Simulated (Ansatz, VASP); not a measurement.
## One calculation of CO2, two programs

```
C O
1.0
     5.82527    0.00000    0.00000
     0.00000    5.82527    0.00000
     0.00000    0.00000    5.82527
C O
4 8
Direct
  0.00000 0.00000 0.00000
  0.50000 0.00000 0.50000
  0.50000 0.50000 0.00000
  0.00000 0.50000 0.50000
  0.11699 0.11699 0.11699
  0.38301 0.88301 0.61699
  0.61699 0.38301 0.88301
  0.88301 0.61699 0.38301
  0.88301 0.88301 0.88301
  0.61699 0.11699 0.38301
  0.38301 0.61699 0.11699
  0.11699 0.38301 0.61699
```

Alike in both runs: task relaxation of the atoms; functional PBE; dispersion D3(BJ); k mesh 4 × 4 × 4; occupations gaussian, width 0.02 eV; no spin polarisation.

|  | VASP | Ansatz |
| --- | --- | --- |
| version | VASP 6.6.1 | Ansatz 0.2.0 |
| potentials or method | VASP PAW PBE potentials, release 64 (C, O), cutoff 520 eV | scalar-relativistic, plane waves, PAW |
| valence electrons in the cell | 64 | 64 |

Ansatz gave:

| Item | Value |
| --- | --- |
| gap on the k mesh at the Fermi level, each at its own relaxed structure (eV) | 6.70 |

Problem. Estimate VASP's values.

Solution. gap on the k mesh at the Fermi level, each at its own relaxed structure (eV): 6.63.

Ansatz's warnings: stress scf threshold loose.

Noted on VASP's run: the standard files for N, O and F lose accuracy on very short bonds.
